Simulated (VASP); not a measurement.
# Mo in VASP: further runs

The runs below take Mo through single point, with PBE.

Everything below comes from runs of VASP 6.6.1. Logs are shortened: lines on timing, memory, paths and dates and some standing lists are left out, and cuts for length are marked.

### Step 1. The cell of the first run

The structure is cubic, space group Im-3m (No. 229). The conventional cell has a = 2.891 Å, b = 2.891 Å, c = 2.891 Å, α = 90.00°, β = 90.00°, γ = 90.00°. Mo (site symmetry m-3m) has 14 Mo at 2.50 to 2.89 Å within 3.3 Å.

### Step 2. Single point, PBE (strain -0.080 along x and y, -0.080 along z)

INCAR reads:

```
SYSTEM = Mo
ALGO = Fast
EDIFF = 1E-7
ENCUT = 520
GGA = PE
ISIF = 2
ISMEAR = 0
LASPH = .True.
LCHARG = .False.
LREAL = .False.
LWAVE = .False.
NBANDS = 13
NELM = 80
PREC = Accurate
SIGMA = 0.15
```

KPOINTS reads:

```
k-points
0
Gamma
  22 22 22
  0 0 0
```

POSCAR reads:

```
Mo
1.0
   -1.4453200000      1.4453200000      1.4453200000
    1.4453200000     -1.4453200000      1.4453200000
    1.4453200000      1.4453200000     -1.4453200000
Mo
1
Direct
    0.0000000000      0.0000000000      0.0000000000
```

Potentials or basis: VASP PAW PBE potentials, release 64 (Mo_sv).

Launch:

```sh
cat potpaw_PBE.64/Mo_sv/POTCAR > POTCAR
mpirun -np 1 vasp_std > vasp.out
```

OUTCAR:

```text
SYSTEM = Mo
   EDIFF = 1E-7
   ENCUT = 520
   GGA = PE
   ISIF = 2
   ISMEAR = 0
   LASPH = .True.
   LREAL = .False.
   NELM = 80
   PREC = Accurate

 ion  position               nearest neighbor table
   1  0.000  0.000  0.000-

  LATTYP: Found a body centered cubic cell.
 ALAT       =     2.8906400000

  Lattice vectors:

 A1 = (  -1.4453200000,   1.4453200000,   1.4453200000)
 A2 = (   1.4453200000,  -1.4453200000,   1.4453200000)
 A3 = (   1.4453200000,   1.4453200000,  -1.4453200000)

Analysis of symmetry for initial positions (statically):
=====================================================================
 Subroutine PRICEL returns:
 Original cell was already a primitive cell.

 Routine SETGRP: Setting up the symmetry group for a
 body centered cubic supercell.

 Subroutine GETGRP returns: Found 48 space group operations
 (whereof 48 operations were pure point group operations)
 out of a pool of 48 trial point group operations.

The static configuration has the point symmetry O_h .

Analysis of symmetry for dynamics (positions and initial velocities):
=====================================================================
 Subroutine PRICEL returns:
 Original cell was already a primitive cell.

 Routine SETGRP: Setting up the symmetry group for a
 body centered cubic supercell.

 Subroutine GETGRP returns: Found 48 space group operations
 (whereof 48 operations were pure point group operations)
 out of a pool of 48 trial point group operations.

The dynamic configuration has the point symmetry O_h .

 Subroutine INISYM returns: Found 48 space group operations
 (whereof 48 operations are pure point group operations),
 and found     1 'primitive' translations

----------------------------------------------------------------------------------------

                                     Primitive cell

  volume of cell :      12.0768

  direct lattice vectors                    reciprocal lattice vectors
    -1.445320000  1.445320000  1.445320000     0.000000000  0.345944151  0.345944151
     1.445320000 -1.445320000  1.445320000     0.345944151  0.000000000  0.345944151
     1.445320000  1.445320000 -1.445320000     0.345944151  0.345944151  0.000000000

  length of vectors
     2.503367673  2.503367673  2.503367673     0.489238910  0.489238910  0.489238910

  position of ions in fractional coordinates (direct lattice)
     0.000000000  0.000000000  0.000000000

  ion indices of the primitive-cell ions
   primitive index   ion index
                 1           1

----------------------------------------------------------------------------------------

 KPOINTS: k-points

Automatic generation of k-mesh.
 Grid dimensions read from file:
 generate k-points for:   22   22   22

 Generating k-lattice:

  Cartesian coordinates                     Fractional coordinates (reciprocal lattice)
     0.000000000  0.015724734  0.015724734     0.045454545  0.000000000  0.000000000
     0.015724734  0.000000000  0.015724734     0.000000000  0.045454545  0.000000000
     0.015724734  0.015724734  0.000000000     0.000000000  0.000000000  0.045454545

  Length of vectors
     0.022238132  0.022238132  0.022238132

  Shift w.r.t. Gamma in fractional coordinates (k-lattice)
     0.000000000  0.000000000  0.000000000

 Subroutine IBZKPT returns following result:
 ===========================================

 Found    328 irreducible k-points:

 Following reciprocal coordinates:
            Coordinates               Weight
  0.000000  0.000000  0.000000      1.000000
  0.045455  0.000000  0.000000     12.000000
  0.090909  0.000000  0.000000     12.000000
  0.136364  0.000000  0.000000     12.000000
  0.181818  0.000000  0.000000     12.000000
  0.227273  0.000000  0.000000     12.000000
[... 16 lines left out ...]
  0.090909  0.090909  0.000000     24.000000
  0.136364  0.090909  0.000000     48.000000
 [... further k-points ...]
   k-points           NKPTS =    328   k-points in BZ     NKDIM =    328   number of bands    NBANDS=     13
   number of dos      NEDOS =    301   number of ions     NIONS =      1
   total plane-waves  NPLWV =   8000
   dimension x,y,z NGX =    20 NGY =   20 NGZ =   20
   dimension x,y,z NGXF=    40 NGYF=   40 NGZF=   40
   ions per type =               1
   NGX,Y,Z   is equivalent  to a cutoff of  13.28, 13.28, 13.28 a.u.
   NGXF,Y,Z  is equivalent  to a cutoff of  26.56, 26.56, 26.56 a.u.
 SYSTEM =  Mo
   PREC   = accura    normal or accurate (medium, high low for compatibility)
   ISTART =      0    job   : 0-new  1-cont  2-samecut
   ICHARG =      2    charge: 1-file 2-atom 10-const
   ISPIN  =      1    spin polarized calculation?
   LNONCOLLINEAR =      F non collinear calculations
   LSORBIT =      F    spin-orbit coupling
   LASPH  =      T    aspherical Exc in radial PAW
   ENCUT  =  520.0 eV  38.22 Ry    6.18 a.u.   4.65  4.65  4.65*2*pi/ulx,y,z
   NELM   =     80;   NELMIN=  2; NELMDL= -5     # of ELM steps
   EDIFF  = 0.1E-06   stopping-criterion for ELM
   LREAL  =      F    real-space projection
   EDIFFG = 0.1E-05   stopping-criterion for IOM
   NSW    =      0    number of steps for IOM
   IBRION =     -1    ionic relax: 0-MD 1-quasi-New 2-CG
   NFREE  =      0    steps in history (QN), initial steepest desc. (CG)
   ISIF   =      2    stress and relaxation
   ISYM   =      2    0-nonsym 1-usesym 2-fastsym
   POTIM  = 0.5000    time-step for ionic-motion
   TEBEG  =    0.0;   TEEND  =   0.0 temperature during run
   PSTRESS=    0.0 pullay stress
   NELECT =      14.0000    total number of electrons
   NUPDOWN=      -1.0000    fix difference up-down
   EMIN   =  10.00;   EMAX   =-10.00  energy-range for DOS
   EFERMI =   0.00;   METHOD = LEGACY
   ISMEAR =     0;   SIGMA  =   0.15  broadening in eV -4-tet -1-fermi 0-gaus
   EFERMI_NEDOS =   21; number of points for ismear=-14 and -15
   IALGO  =     68    algorithm
   IMIX   =      4    mixing-type and parameters
     AMIX     =   0.40;   BMIX     =  1.00
     AMIX_MAG =   1.60;   BMIX_MAG =  1.00
  volume/ion in A,a.u.               =      12.08        81.50
  Fermi-wavevector in a.u.,A,eV,Ry     =   1.719756  3.249868 40.240056  2.957561
  Thomas-Fermi vector in A             =   2.796323
   LORBIT       =      0    0 simple, 1 ext, 2 COOP (PROOUT), +10 PAW based schemes
   GGA     = PE    functional components
   LHFCALC =     F    Hartree Fock is set to
   AEXX    =    0.0000 exact exchange contribution
   IVDW    =     0    specifies the selected vdW correction
   LEPSILON=     F    determine dielectric tensor
   LRPA    =     F    only Hartree local field effects (RPA)
 non-spin polarized calculation
 RMM-DIIS sequential band-by-band and
 Gauss-broadening in eV      SIGMA  =   0.15
  energy-cutoff  :      520.00
  volume of cell :       12.08
 maximum number of plane-waves:       338
   NGX =  9   NGY =  9   NGZ =  9

 number of electron      14.0000003 magnetization

 Free energy of the ion-electron system (eV)
  ---------------------------------------------------
  ext. energy  EPLUGINS =         0.00000000
  ---------------------------------------------------
  free energy    TOTEN  =        -9.80373471 eV

  energy without entropy =       -9.79846150  energy(sigma->0) =       -9.80109811

 E-fermi :  17.2804     XC(G=0): -14.9065

 val. band max:       17.2397270804   @ k =  -0.3182   0.3182   0.2727
 cond. band min:      17.2848044507   @ k =   0.5000   0.5000   0.0909
 fundamental gap:      0.0450773703
 Fermi energy:        17.2804253797

 k-point     1 :       0.0000    0.0000    0.0000
  band No.  band energies     occupation
      1     -44.3425      2.00000
      2     -16.6799      2.00000
      3     -16.6799      2.00000
      4     -16.6799      2.00000
      5       9.4087      2.00000
      6      15.2256      2.00000
      7      15.2256      2.00000
      8      15.2256      2.00000
      9      19.3197      0.00000
     10      19.3197      0.00000
     11      32.2625      0.00000
     12      32.2625      0.00000
     13      32.2625      0.00000

 k-point     2 :       0.0455    0.0000    0.0000
  band No.  band energies     occupation
      1     -44.3288      2.00000
      2     -16.7486      2.00000
      3     -16.7001      2.00000
      4     -16.6809      2.00000
      5       9.5349      2.00000
      6      15.1468      2.00000
      7      15.2134      2.00000
      8      15.3474      2.00000
      9      19.1845      0.00000
     10      19.3175      0.00000
     11      32.3747      0.00000
     12      32.4727      0.00000
     13      32.5906      0.00000

 k-point     3 :       0.0909    0.0000    0.0000
  band No.  band energies     occupation
      1     -44.2887      2.00000
      2     -16.9469      2.00000
      3     -16.7585      2.00000
      4     -16.6837      2.00000
      5       9.8928      2.00000
      6      14.9244      2.00000
      7      15.1668      2.00000
      8      15.7093      2.00000
      9      18.8677      0.00000
     10      19.3160      0.00000
     11      32.6823      0.00000
     12      33.0889      0.00000
     13      33.4800      0.00000
[... 305 lines left out ...]
 k-point    23 :       0.0909    0.0909    0.0000
  band No.  band energies     occupation
      1     -44.1882      2.00000
      2     -17.4182      2.00000
      3     -16.8500      2.00000
      4     -16.7483      2.00000
      5      10.7185      2.00000
      6      14.5775      2.00000
      7      14.7350      2.00000
      8      16.7849      2.00000
      9      18.2932      0.00000
     10      19.4976      0.00000
     11      33.3596      0.00000
     12      34.6324      0.00000
     13      35.1406      0.00000

 k-point    24 :       0.1364    0.0909    0.0000
  band No.  band energies     occupation
      1     -44.1080      2.00000
      2     -17.7647      2.00000
      3     -16.9615      2.00000
      4     -16.7709      2.00000
      5      11.2614      2.00000
      6      14.2412      2.00000
      7      14.5556      2.00000
      8      17.6720      0.00022
      9      18.1177      0.00000
     10      19.6606      0.00000
     11      33.8461      0.00000
     12      35.3553      0.00000
     13      36.1870      0.00000

 [... further k-points ...]

------------------------ aborting loop because EDIFF is reached ----------------------------------------

  FORCE on cell =-STRESS in cart. coord.  units (eV):
  Direction    XX          YY          ZZ          XY          YZ          ZX
  --------------------------------------------------------------------------------------
  -------------------------------------------------------------------------------------
  Total        9.1864469      9.1864469      9.1864469      0.0000000      0.0000000      0.0000000
  in kB     1218.7261290   1218.7261290   1218.7261290      0.0000000      0.0000000      0.0000000
  external PRESSURE =    1218.7261290 kB  Pullay stress =       0.0000000 kB

 VOLUME and BASIS-vectors are now :
 -----------------------------------------------------------------------------
  energy-cutoff  :      520.00
  volume of cell :       12.08
      direct lattice vectors                 reciprocal lattice vectors
    -1.445320000  1.445320000  1.445320000     0.000000000  0.345944151  0.345944151
     1.445320000 -1.445320000  1.445320000     0.345944151  0.000000000  0.345944151
     1.445320000  1.445320000 -1.445320000     0.345944151  0.345944151  0.000000000

 POSITION                                       TOTAL-FORCE (eV/Angst)
 -----------------------------------------------------------------------------------
      0.00000      0.00000      0.00000        -0.000000      0.000000     -0.000000
 -----------------------------------------------------------------------------------
    total drift:                                0.000000     -0.000000      0.000000

  FREE ENERGIE OF THE ION-ELECTRON SYSTEM (eV)
  ---------------------------------------------------
  free  energy   TOTEN  =        -9.8037347116 eV

  energy  without entropy=       -9.7984614991  energy(sigma->0) =       -9.80109811
```

Run time: 27 s. Hardware: 1 thread of Intel Xeon 6975P-C (Granite Rapids), shared host; peak memory 0.16 GiB.

What came out:

```yaml
Free_energy: -9.8037 eV
Pressure: 121.9 GPa
Band_gap_on_the_k_mesh: zero (band 7 reaches 22.87 eV, above the bottom of band 8 at 15.23 eV)
```

Levels at points of the mesh, in eV from the Fermi level:
```tsv
k point	band 4	band 5	band 6	band 7	band 8	band 9	band 10	band 11
(0.00, 0.00, 0.00)	-33.96	-7.87	-2.05	-2.05	-2.05	2.04	2.04	14.98
(0.50, 0.00, 0.00)	-34.01	-7.14	-4.94	2.30	3.03	3.17	6.78	12.30
(0.50, 0.50, 0.50)	-35.98	-7.86	-7.86	5.59	5.59	5.59	11.37	11.37
```

Caveat: the cell differs from its parent crystal (strain -0.080 along x and y, -0.080 along z).

### Step 3. Single point, PBE (strain -0.040 along x and y, -0.080 along z)

INCAR reads:

```
ALGO = Fast ; EDIFF = 1E-6
ENCUT = 520 ; GGA = PE
ISIF = 2 ; ISMEAR = 0
LASPH = True ; LCHARG = False
LREAL = False ; LWAVE = False
NBANDS = 13 ; NELM = 60
PREC = Accurate ; SIGMA = 0.15
```

KPOINTS reads:

```
k-points
0
Gamma
  22 22 22
```

POSCAR reads:

```
Mo
1.0
   -1.5081600000      1.5081600000      1.4453200000
    1.5081600000     -1.5081600000      1.4453200000
    1.5081600000      1.5081600000     -1.4453200000
Mo
1
Direct
    0.0000000000      0.0000000000      0.0000000000
```

Potentials or basis: VASP PAW PBE potentials, release 64 (Mo_sv).

Launch:

```sh
cat potpaw_PBE.64/Mo_sv/POTCAR > POTCAR
mpirun -np 1 vasp_std > vasp.out
```

It took 69 s on 1 thread of Intel Xeon 6975P-C (Granite Rapids), shared host; peak memory 0.24 GiB.

It converged, with:

```yaml
Free_energy: -10.4141 eV
Pressure: 70.7 GPa
Band_gap_on_the_k_mesh: zero (band 7 reaches 20.59 eV, above the bottom of band 8 at 13.89 eV)
```

Stress tensor (GPa, compression positive):
```
64.06  0.00  0.00
 0.00 64.06  0.00
 0.00  0.00 83.85
```

Levels at points of the mesh, in eV from the Fermi level:
| k point | band 4 | band 5 | band 6 | band 7 | band 8 | band 9 | band 10 | band 11 |
| --- | --- | --- | --- | --- | --- | --- | --- | --- |
| (0.00, 0.00, 0.00) | -34.14 | -7.72 | -2.18 | -1.55 | -1.55 | 1.49 | 2.34 | 14.70 |
| (0.50, 0.00, 0.00) | -34.22 | -6.53 | -4.56 | 2.16 | 2.61 | 3.23 | 6.07 | 12.24 |
| (0.50, 0.50, 0.00) | -34.15 | -6.40 | -3.91 | 1.55 | 2.18 | 2.62 | 5.96 | 12.26 |
| (0.50, 0.50, 0.50) | -35.61 | -7.03 | -6.89 | 4.97 | 4.97 | 5.16 | 10.17 | 10.17 |

Caveat: the cell differs from its parent crystal (strain -0.040 along x and y, -0.080 along z).

(Part 1 of 2 ends here.)
